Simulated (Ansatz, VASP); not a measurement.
## PdRh4 in VASP and in Ansatz

```
Pd Rh
1.0
     2.65486    0.00000    0.00000
     0.00000    3.75454    0.00000
     0.00000    0.00000   21.30970
Pd Rh
1 4
Direct
  0.00000 0.00000 0.38098
  0.50000 0.50000 0.43557
  0.00000 0.00000 0.50000
  0.50000 0.50000 0.56443
  0.00000 0.00000 0.61902
```

Alike in both runs: task single point; functional LDA; k mesh 14 × 10 × 1; occupations fermi-dirac, width 0.08 eV; no spin polarisation.

|  | VASP | Ansatz |
| --- | --- | --- |
| version | VASP 6.6.1 | Ansatz 0.2.0 |
| potentials or method | VASP PAW LDA potentials, release 64 (Pd, Rh_pv), cutoff 520 eV | all-electron LAPW, scalar-relativistic |

```csv
,VASP,Ansatz,Ansatz less VASP
rms of the force components (eV/Å),0.362,0.357,-0.0046
```

LDA's correlation is that of Perdew and Zunger in VASP and of Perdew and Wang (1992) in Ansatz. Atom by atom the forces differ by 0.020 eV/Å (rms over components). Ansatz ran all-electron here, and VASP with PAW potentials.
